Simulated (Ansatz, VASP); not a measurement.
SnO: VASP beside Ansatz

```
Sn O
1.0
     3.82016    0.00000    0.00000
     0.00000    3.82016    0.00000
     0.00000    0.00000   22.22608
Sn O
4 4
Direct
  0.75000 0.25000 0.20246
  0.25000 0.75000 0.30878
  0.37500 0.87500 0.49775
  0.87500 0.37500 0.60407
  0.25000 0.25000 0.25562
  0.75000 0.75000 0.25562
  0.87500 0.87500 0.55091
  0.37500 0.37500 0.55091
```

Alike in both runs: task single point; functional PBE; dispersion D3(BJ); k mesh 7 × 7 × 1; occupations gaussian, width 0.05 eV; no spin polarisation.

```csv
,VASP,Ansatz
version,VASP 6.6.1,Ansatz 0.2.0
potentials or method,"VASP PAW PBE potentials, release 64 (Sn_d, O_h), cutoff 910 eV","scalar-relativistic, plane waves, PAW"
valence electrons in the cell,80,80
```

```tsv
	VASP	Ansatz	Ansatz less VASP
gap on the k mesh at the Fermi level (eV)	2.46	2.47	+0.007
least direct gap on the mesh (eV)	2.55	2.59	+0.041
rms of the force components (eV/Å)	0.028	0.017	-0.0106
```

Noted on VASP's run: the cutoff is under 1.25 times that of the potentials, so the pressure is a little rough.
